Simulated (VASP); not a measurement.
A run of VASP 6.6.1 is set up as follows.

The input INCAR:

```
SYSTEM = ScGa2N3
PREC = Accurate
ENCUT = 520
EDIFF = 1E-6
ISMEAR = 0
SIGMA = 0.02
LREAL = .FALSE.
LASPH = .TRUE.
NELM = 60
ALGO = Normal
ISIF = 2
LWAVE = .FALSE.
LCHARG = .FALSE.
GGA = PE
NBANDS = 35
```

The input KPOINTS:

```
Automatic mesh
0
G
  12 12 4
  0 0 0
```

The input POSCAR:

```
ScGa2N3
1.0
    3.0985640389      0.0000000000      0.0000000000
   -1.5492820194      2.6834351729      0.0000000000
    0.0000000000      0.0000000000      7.4526623636
Sc Ga N
1 2 3
Direct
    0.0000000000      0.0000000000      0.5000000000
    0.3333333333      0.6666666667      0.1649896915
    0.6666666667      0.3333333333      0.8350103085
    0.3333333333      0.6666666667      0.6741447440
    0.6666666667      0.3333333333      0.3258552560
    0.0000000000      0.0000000000      0.0000000000
```

Potentials or basis: VASP PAW PBE potentials, release 64 (Sc_sv, Ga_d, N).

The run is started by

```sh
$ cat potpaw_PBE.64/Sc_sv/POTCAR potpaw_PBE.64/Ga_d/POTCAR potpaw_PBE.64/N/POTCAR > POTCAR
$ mpirun -np 1 vasp_std > vasp.out
```

Estimate the pressure.

0.9 GPa.

What does it give for the largest force?

0.033 eV/Å.

Forces on the atoms (eV/Å):
```
Sc   0.000  0.000  0.000
Ga   0.000  0.000  0.003
Ga   0.000  0.000 -0.003
N    0.000  0.000  0.033
N    0.000  0.000 -0.033
N    0.000  0.000  0.000
```
